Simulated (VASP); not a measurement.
# MoS2 (P1) in VASP: a series of runs

The runs below take MoS2 through single point, with r2SCAN.

Program: VASP 6.6.1. These are calculated values, not measurements. Logs are shortened: lines on timing, memory, paths and dates and some standing lists are left out, and cuts for length are marked.

## Step 1: The cell of the first run

The typed cell holds 12 atoms: a = 7.492 Å, b = 7.492 Å, c = 7.492 Å, α = 52.45°, β = 52.45°, γ = 52.45°.

## Step 2: Single point, r2SCAN

Contents of POSCAR:

```
MoS2
1.0
   -3.3106990000     -1.9114330000      6.4432910000
    3.3106990000     -1.9114330000      6.4432910000
    0.0000000000      3.8228660000      6.4432910000
Mo S
4 8
Direct
   -0.0905325313     -0.0900492497      0.1279223558
    0.5230840230      0.4349455362     -0.0010962157
    0.4776872756      0.0012924116      0.5075348130
   -0.0309978225      0.4511964211      0.4945978928
    0.2373158298      0.1642496888      0.3153041681
    0.2992507240      0.4277734317      0.4867965456
    0.5730582011      0.6831255917      0.3473601104
    0.8420139427      1.0192876846      0.4166647100
    0.6896855880      0.1376873544      0.8868131777
    0.8535908037      0.4106329872      0.9061732934
    0.2944052466      0.7365777304      0.7300425610
    0.3539224937      0.9083673405      0.9551949884
```

Contents of INCAR.step1:

```
SYSTEM = MoS2
ALGO = Normal
EDIFF = 1E-4
ENCUT = 520
GGA = PE
ISMEAR = -1
LASPH = .TRUE.
LCHARG = .FALSE.
LREAL = .FALSE.
LWAVE = .TRUE.
NBANDS = 64
NELM = 60
PREC = Accurate
SIGMA = 0.36
```

Contents of INCAR.step2:

```
SYSTEM = MoS2
ALGO = Normal
EDIFF = 1E-6
ENCUT = 520
ISIF = 2
ISMEAR = -1
ISTART = 1
LASPH = .TRUE.
LCHARG = .TRUE.
LELF = .TRUE.
LMIXTAU = .TRUE.
LREAL = .FALSE.
LVHAR = .TRUE.
LWAVE = .FALSE.
METAGGA = R2SCAN
NBANDS = 64
NELM = 60
PREC = Accurate
SIGMA = 0.36
```

Contents of KPOINTS:

```
k-points
0
G
  3 3 3
  0 0 0
```

Potentials or basis: VASP PAW PBE potentials, release 64 (Mo_sv, S).

Run with:

```
cat potpaw_PBE.64/Mo_sv/POTCAR potpaw_PBE.64/S/POTCAR > POTCAR
cp INCAR.step1 INCAR
mpirun -np 1 vasp_std > vasp.out
cp INCAR.step2 INCAR
mpirun -np 1 vasp_std > vasp.out
```

OUTCAR:

```text
SYSTEM = MoS2
   EDIFF = 1E-6
   ENCUT = 520
   ISIF = 2
   ISMEAR = -1
   ISTART = 1
   LASPH = .TRUE.
   LREAL = .FALSE.
   METAGGA = R2SCAN
   NELM = 60
   PREC = Accurate

 ion  position               nearest neighbor table
   1  0.909  0.910  0.128-   9 2.31   8 2.43  12 2.74   3 2.74   4 2.77  10 2.89  11 2.93   7 2.95
                             2 3.11
   2  0.523  0.435  0.999-  10 2.04   9 2.20  11 2.46   5 2.75  12 2.81   6 2.93   1 3.11   3 3.14
                             4 3.16   4 3.49
   3  0.478  0.001  0.508-  11 2.26   5 2.27   8 2.45   6 2.54  12 2.60   1 2.74   7 2.83   2 3.14
                             4 3.21   4 3.48
   4  0.969  0.451  0.495-   5 2.33   6 2.34  10 2.51   1 2.77   7 2.90   9 2.93   2 3.16   3 3.21
                             3 3.48   2 3.49
   5  0.237  0.164  0.315-   3 2.27   4 2.33   2 2.75
   6  0.299  0.428  0.487-   4 2.34   3 2.54   2 2.93
   7  0.573  0.683  0.347-  11 2.41   3 2.83   4 2.90   1 2.95
   8  0.842  0.019  0.417-   1 2.43   3 2.45
   9  0.690  0.138  0.887-   2 2.20   1 2.31   4 2.93
  10  0.854  0.411  0.906-   2 2.04   4 2.51   1 2.89
  11  0.294  0.737  0.730-   3 2.26   7 2.41   2 2.46   1 2.93
  12  0.354  0.908  0.955-   3 2.60   1 2.74   2 2.81

  LATTYP: Found a trigonal (rhomboedric) cell.
 ALAT       =     7.4920159432
 COS(alpha) =     0.6094541589

  Lattice vectors:

 A1 = (  -3.3106990000,  -1.9114330000,   6.4432910000)
 A2 = (   3.3106990000,  -1.9114330000,   6.4432910000)
 A3 = (   0.0000000000,   3.8228660000,   6.4432910000)

Analysis of symmetry for initial positions (statically):
=====================================================================
 Subroutine PRICEL returns:
 Original cell was already a primitive cell.

 Routine SETGRP: Setting up the symmetry group for a
 trigonal (rhombohedral) supercell.

 Subroutine GETGRP returns: Found  1 space group operations
 (whereof  1 operations were pure point group operations)
 out of a pool of 12 trial point group operations.

The static configuration has the point symmetry C_1 .

Analysis of symmetry for dynamics (positions and initial velocities):
=====================================================================
 Subroutine PRICEL returns:
 Original cell was already a primitive cell.

 Routine SETGRP: Setting up the symmetry group for a
 trigonal (rhombohedral) supercell.

 Subroutine GETGRP returns: Found  1 space group operations
 (whereof  1 operations were pure point group operations)
 out of a pool of 12 trial point group operations.

The dynamic configuration has the point symmetry C_1 .

 Subroutine INISYM returns: Found  1 space group operations
 (whereof  1 operations are pure point group operations),
 and found     1 'primitive' translations

----------------------------------------------------------------------------------------

                                     Primitive cell

  volume of cell :     244.6458

  direct lattice vectors                    reciprocal lattice vectors
    -3.310699000 -1.911433000  6.443291000    -0.151025509 -0.087194616  0.051733397
     3.310699000 -1.911433000  6.443291000     0.151025509 -0.087194616  0.051733397
     0.000000000  3.822866000  6.443291000     0.000000000  0.174389232  0.051733397

  length of vectors
     7.492015943  7.492015943  7.492015975     0.181900934  0.181900934  0.181900931

  position of ions in fractional coordinates (direct lattice)
     0.909467469  0.909950750  0.127922356
     0.523084023  0.434945536  0.998903784
     0.477687276  0.001292412  0.507534813
     0.969002178  0.451196421  0.494597893
     0.237315830  0.164249689  0.315304168
     0.299250724  0.427773432  0.486796546
     0.573058201  0.683125592  0.347360110
     0.842013943  0.019287685  0.416664710
     0.689685588  0.137687354  0.886813178
     0.853590804  0.410632987  0.906173293
     0.294405247  0.736577730  0.730042561
     0.353922494  0.908367340  0.955194988

  ion indices of the primitive-cell ions
   primitive index   ion index
                 1           1
                 2           2
                 3           3
                 4           4
                 5           5
                 6           6
                 7           7
                 8           8
                 9           9
                10          10
                11          11
                12          12

----------------------------------------------------------------------------------------

 KPOINTS: k-points

Automatic generation of k-mesh.
 Grid dimensions read from file:
 generate k-points for:    3    3    3

 Generating k-lattice:

  Cartesian coordinates                     Fractional coordinates (reciprocal lattice)
    -0.050341836 -0.029064872  0.017244466     0.333333333  0.000000000 -0.000000000
     0.050341836 -0.029064872  0.017244466     0.000000000  0.333333333 -0.000000000
     0.000000000  0.058129744  0.017244466    -0.000000000 -0.000000000  0.333333333

  Length of vectors
     0.060633645  0.060633645  0.060633644

  Shift w.r.t. Gamma in fractional coordinates (k-lattice)
     0.000000000  0.000000000  0.000000000

 Subroutine IBZKPT returns following result:
 ===========================================

 Found     14 irreducible k-points:

 Following reciprocal coordinates:
            Coordinates               Weight
  0.000000  0.000000  0.000000      1.000000
  0.333333 -0.000000 -0.000000      2.000000
 -0.000000  0.333333 -0.000000      2.000000
 -0.000000 -0.000000  0.333333      2.000000
  0.333333  0.333333 -0.000000      2.000000
 -0.333333  0.000000 -0.333333      2.000000
 -0.000000  0.333333  0.333333      2.000000
 -0.333333  0.333333  0.000000      2.000000
  0.333333 -0.000000 -0.333333      2.000000
  0.000000 -0.333333  0.333333      2.000000
  0.333333  0.333333  0.333333      2.000000
 -0.333333  0.333333  0.333333      2.000000
  0.333333 -0.333333  0.333333      2.000000
  0.333333  0.333333 -0.333333      2.000000
   k-points           NKPTS =     14   k-points in BZ     NKDIM =     14   number of bands    NBANDS=     64
   number of dos      NEDOS =    301   number of ions     NIONS =     12
   total plane-waves  NPLWV = 175616
   dimension x,y,z NGX =    56 NGY =   56 NGZ =   56
   dimension x,y,z NGXF=   112 NGYF=  112 NGZF=  112
   ions per type =               4   8
   NGX,Y,Z   is equivalent  to a cutoff of  12.43, 12.43, 12.43 a.u.
   NGXF,Y,Z  is equivalent  to a cutoff of  24.85, 24.85, 24.85 a.u.
 SYSTEM =  MoS2
   PREC   = accura    normal or accurate (medium, high low for compatibility)
   ISTART =      1    job   : 0-new  1-cont  2-samecut
   ICHARG =      0    charge: 1-file 2-atom 10-const
   ISPIN  =      1    spin polarized calculation?
   LNONCOLLINEAR =      F non collinear calculations
   LSORBIT =      F    spin-orbit coupling
   LASPH  =      T    aspherical Exc in radial PAW
   ENCUT  =  520.0 eV  38.22 Ry    6.18 a.u.  13.93 13.93 13.93*2*pi/ulx,y,z
   NELM   =     60;   NELMIN=  2; NELMDL=  0     # of ELM steps
   EDIFF  = 0.1E-05   stopping-criterion for ELM
   LREAL  =      F    real-space projection
   EDIFFG = 0.1E-04   stopping-criterion for IOM
   NSW    =      0    number of steps for IOM
[... 5 lines left out ...]
   TEBEG  =    0.0;   TEEND  =   0.0 temperature during run
   PSTRESS=    0.0 pullay stress
   NELECT =     104.0000    total number of electrons
   NUPDOWN=      -1.0000    fix difference up-down
   EMIN   =  10.00;   EMAX   =-10.00  energy-range for DOS
   EFERMI =   0.00;   METHOD = LEGACY
   ISMEAR =    -1;   SIGMA  =   0.36  broadening in eV -4-tet -1-fermi 0-gaus
   EFERMI_NEDOS =   21; number of points for ismear=-14 and -15
   IALGO  =     38    algorithm
   IMIX   =      4    mixing-type and parameters
     AMIX     =   0.40;   BMIX     =  1.00
     AMIX_MAG =   1.60;   BMIX_MAG =  1.00
  volume/ion in A,a.u.               =      20.39       137.58
  Fermi-wavevector in a.u.,A,eV,Ry     =   1.230949  2.326156 20.616026  1.515235
  Thomas-Fermi vector in A             =   2.365778
   LORBIT       =      0    0 simple, 1 ext, 2 COOP (PROOUT), +10 PAW based schemes
   METAGGA = R2SCAN    functional components
   LHFCALC =     F    Hartree Fock is set to
   AEXX    =    0.0000 exact exchange contribution
   IVDW    =     0    specifies the selected vdW correction
   LEPSILON=     F    determine dielectric tensor
   LRPA    =     F    only Hartree local field effects (RPA)
 non-spin polarized calculation
  energy-cutoff  :      520.00
  volume of cell :      244.65
 maximum number of plane-waves:      6630
   NGX = 27   NGY = 27   NGZ = 27

 number of electron     104.0000000 magnetization

 Free energy of the ion-electron system (eV)
  ---------------------------------------------------
  ext. energy  EPLUGINS =         0.00000000
  ---------------------------------------------------
  free energy    TOTEN  =      -170.49042390 eV

  energy without entropy =     -167.48955190  energy(sigma->0) =     -168.98998790

 E-fermi :   5.9344     XC(G=0): -10.7588

 val. band max:        5.8983320494   @ k =   0.3333   0.3333  -0.3333
 cond. band min:       5.9418821132   @ k =  -0.0000  -0.0000   0.3333
 fundamental gap:      0.0435500638
 Fermi energy:         5.9343818257

 k-point     1 :       0.0000    0.0000    0.0000
  band No.  band energies     occupation
      1     -57.5981      2.00000
      2     -57.5708      2.00000
      3     -57.4233      2.00000
      4     -57.3660      2.00000
      5     -31.2955      2.00000
      6     -31.1414      2.00000
[... 56 lines left out ...]
     63       8.2089      0.00360
     64       8.6883      0.00095

 k-point     2 :       0.3333   -0.0000   -0.0000
  band No.  band energies     occupation
      1     -57.5976      2.00000
      2     -57.5706      2.00000
      3     -57.4249      2.00000
      4     -57.3652      2.00000
      5     -31.2855      2.00000
      6     -31.1321      2.00000
[... 860 lines left out ...]
     63       8.2013      0.00368
     64       8.3367      0.00253

------------------------ aborting loop because EDIFF is reached ----------------------------------------

  FORCE on cell =-STRESS in cart. coord.  units (eV):
  Direction    XX          YY          ZZ          XY          YZ          ZX
  --------------------------------------------------------------------------------------
  -------------------------------------------------------------------------------------
  Total       -0.4549542     -5.0314285     -1.7013619      0.7715523     -2.4817109     -4.9368444
  in kB       -2.9794799    -32.9506595    -11.1421630      5.0528705    -16.2526432    -32.3312314
  external PRESSURE =     -15.6907675 kB  Pullay stress =       0.0000000 kB

 VOLUME and BASIS-vectors are now :
 -----------------------------------------------------------------------------
  energy-cutoff  :      520.00
  volume of cell :      244.65
      direct lattice vectors                 reciprocal lattice vectors
    -3.310699000 -1.911433000  6.443291000    -0.151025509 -0.087194616  0.051733397
     3.310699000 -1.911433000  6.443291000     0.151025509 -0.087194616  0.051733397
     0.000000000  3.822866000  6.443291000     0.000000000  0.174389232  0.051733397

 POSITION                                       TOTAL-FORCE (eV/Angst)
 -----------------------------------------------------------------------------------
      0.00160     -2.98867     12.54728        -0.875355     -0.062333      1.756072
     -0.29180      1.98747     12.60909         5.417072      3.884509     -1.343912
     -1.57720      1.02470      6.35640        -0.306167     -0.422213      2.718944
     -1.71430     -0.82383     12.33759         0.905305      0.682006     -0.133954
     -0.24190      0.43780      4.61900         2.803672     -1.027598     -0.325498
      0.42550      0.47130      7.82100        -1.116428     -0.996728     -1.812196
      0.36440     -1.07320     10.33210        -1.565096     -0.649536      2.542138
     -2.72380     -0.05347      8.23431        -0.374596      0.371122     -1.545575
     -1.82750      1.80870     11.04500        -1.385672     -2.036520     -1.909196
     -1.46650      1.04770     13.98450        -2.913132     -2.255260      3.100681
      1.46390      0.82020     11.34680        -0.640732      2.498234     -1.133475
      1.83560      1.23880     14.28790         0.051129      0.014318     -1.914029
 -----------------------------------------------------------------------------------
    total drift:                                0.000072      0.000286     -0.000074

  FREE ENERGIE OF THE ION-ELECTRON SYSTEM (eV)
  ---------------------------------------------------
  free  energy   TOTEN  =      -170.4904238955 eV

  energy  without entropy=     -167.4895519040  energy(sigma->0) =     -168.98998790
```

Run time: 19 min. Hardware: 1 thread of Oxide Virtual Turin-like, shared host; peak memory 0.51 GiB.

What came out:

| Property | Result |
| --- | --- |
| Free energy | -170.4904 eV |
| Pressure | -1.6 GPa |
| Largest force | 6.800 eV/Å |
| Band gap on the k mesh | zero (bands 52 and 53 overlap by 0.04 eV) |

Forces on the atoms (eV/Å):
```
Mo  -0.875 -0.062  1.756
Mo   5.417  3.885 -1.344
Mo  -0.306 -0.422  2.719
Mo   0.905  0.682 -0.134
S    2.804 -1.028 -0.325
S   -1.116 -0.997 -1.812
S   -1.565 -0.650  2.542
S   -0.375  0.371 -1.546
S   -1.386 -2.037 -1.909
S   -2.913 -2.255  3.101
S   -0.641  2.498 -1.133
S    0.051  0.014 -1.914
```

Levels at points of the mesh, in eV from the Fermi level:
```
           k point  band 50  band 51  band 52  band 53  band 54  band 55
(0.00, 0.00, 0.00)    -0.62    -0.27    -0.12     0.05     0.51     0.95
```

Caveat: the k points lie up to 0.38 Å⁻¹ apart; so wide a smearing shifts energies and pressures; the PAW data sets were made with another functional, which shifts forces and pressure a little.

## Step 3: Single point, r2SCAN

Contents of POSCAR:

```
MoS2
1.0
   -3.3106990000     -1.9114330000      6.4432910000
    3.3106990000     -1.9114330000      6.4432910000
    0.0000000000      3.8228660000      6.4432910000
Mo S
4 8
Direct
   -0.0312078238     -0.1109794974      0.1766262438
    0.4088124160      0.4357251616      0.0882000561
    0.4852383171      0.0110182203      0.4774849869
   -0.0327945068      0.4029442904      0.5329290933
    0.2574511506      0.1186587082      0.3126996331
    0.2435802179      0.5369623707      0.4200395363
    0.7022002819      0.6853156300      0.3357804595
    0.7817976746      1.1734370232      0.3250441224
    0.7737381995      0.1556209983      0.8869020885
    0.8195509052      0.4482395900      0.9468541638
    0.3070289361      0.6221587622      0.7920445105
    0.3296801631      0.9610876091      0.8635971324
```

Contents of INCAR.step1:

```
SYSTEM = MoS2
  PREC = Accurate
  ENCUT = 520
  ISMEAR = -1
  SIGMA = 0.36
  LREAL = .FALSE.
  LASPH = .TRUE.
  NELM = 80
  NBANDS = 64
  GGA = PE
  ALGO = Normal
  EDIFF = 1E-4
  LWAVE = .TRUE.
  LCHARG = .FALSE.
```

Contents of INCAR.step2:

```
SYSTEM = MoS2
  PREC = Accurate
  ENCUT = 520
  EDIFF = 1E-6
  ISMEAR = -1
  SIGMA = 0.36
  LREAL = .FALSE.
  LASPH = .TRUE.
  NELM = 80
  ALGO = Normal
  ISIF = 2
  LWAVE = .FALSE.
  LCHARG = .FALSE.
  METAGGA = R2SCAN
  LMIXTAU = .TRUE.
  NBANDS = 64
  ISTART = 1
```

Contents of KPOINTS:

```
Automatic mesh
0
G
  3 3 3
  0 0 0
```

Potentials or basis: VASP PAW PBE potentials, release 64 (Mo_sv, S).

Run with:

```
cat potpaw_PBE.64/Mo_sv/POTCAR potpaw_PBE.64/S/POTCAR > POTCAR
cp INCAR.step1 INCAR
mpirun -np 1 vasp_std > vasp.out
cp INCAR.step2 INCAR
mpirun -np 1 vasp_std > vasp.out
```

Run time: 16 min. Hardware: 1 thread of Oxide Virtual Turin-like, shared host; peak memory 0.51 GiB.

Results (log left out):

```yaml
Free_energy: -172.1726 eV
Pressure: 5.0 GPa
Largest_force: 3.225 eV/Å
Band_gap_on_the_k_mesh: 0.11 eV (least direct gap 0.28 eV)
```

Forces on the atoms (eV/Å):
```
Mo  -2.104  1.017 -1.870
Mo  -0.740  0.448  2.288
Mo  -2.392  0.819  1.219
Mo  -0.840 -1.599  1.377
S    2.849 -0.370 -1.466
S    1.021 -0.427  0.105
S   -0.493 -0.784  0.660
S   -0.013  0.410 -0.251
S   -0.482  0.934 -2.003
S    1.374 -0.131  0.633
S    1.899 -0.949 -2.070
S   -0.079  0.633  1.378
```

Stress tensor (GPa, compression positive):
```
 5.80 -2.07 -2.65
-2.07  3.70  2.62
-2.65  2.62  5.53
```

Levels at points of the mesh, in eV from the valence-band top:
```
           k point  band 48  band 49  band 50  band 51  band 52  band 53  band 54  band 55  band 56  band 57
(0.00, 0.00, 0.00)    -1.17    -0.74    -0.36    -0.25     0.00     0.38     0.55     0.85     1.08     1.20
```

Caveat: the cell stands under pressure; the atoms stand as in a frame of molecular dynamics; so wide a smearing shifts energies and pressures; the PAW data sets were made with another functional, which shifts forces and pressure a little.

The gap in the log of VASP goes by the Fermi energy; the results here count the filled bands.